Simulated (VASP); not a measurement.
Here is a VASP 6.6.1 calculation.

The input INCAR:

```
PREC     = Accurate       # precision mode
ENCUT    = 520            # plane-wave cutoff, eV
EDIFF    = 1E-7           # SCF threshold, eV
ISMEAR   = 0              # smearing method
SIGMA    = 0.0863         # smearing width, eV
LREAL    = False          # projectors in reciprocal space
LASPH    = True           # aspherical terms in the spheres
NELM     = 60             # most SCF steps
ALGO     = Normal         # electronic algorithm
ISIF     = 2              # what is computed and relaxed
LWAVE    = False          # write WAVECAR
LCHARG   = False          # write CHGCAR
GGA      = PE             # functional
NBANDS   = 28             # bands
```

File KPOINTS:

```
Automatic mesh
0
Gamma
  6 6 6
```

The input POSCAR:

```
BaTiO3
1.0
    4.0309657500      0.0000000000      0.0000000000
    0.0000000000      4.0309657500      0.0000000000
    0.0000000000      0.0000000000      4.0309657500
Ba O Ti
1 3 1
Direct
    0.0000000000      0.0000000000      0.0000000000
    0.5000000000      0.5000000000      0.0000000000
    0.0000000000      0.5000000000      0.5000000000
    0.5000000000      0.0000000000      0.5000000000
    0.5000000000      0.5000000000      0.5000000000
```

Potentials or basis: VASP PAW PBE potentials, release 64 (Ba_sv, O, Ti_sv).

Run with:

```console
$ cat potpaw_PBE.64/Ba_sv/POTCAR potpaw_PBE.64/O/POTCAR potpaw_PBE.64/Ti_sv/POTCAR > POTCAR
$ mpirun -np 1 vasp_std > vasp.out
```

(1) What does it give for the band gap on the k mesh?

(2) Estimate the pressure.

## Answers

(1) 1.70 eV, indirect (least direct gap 1.87 eV).

(2) 0.3 GPa.

Caveat: spin-orbit coupling is left out, which moves the levels of the heavy elements.
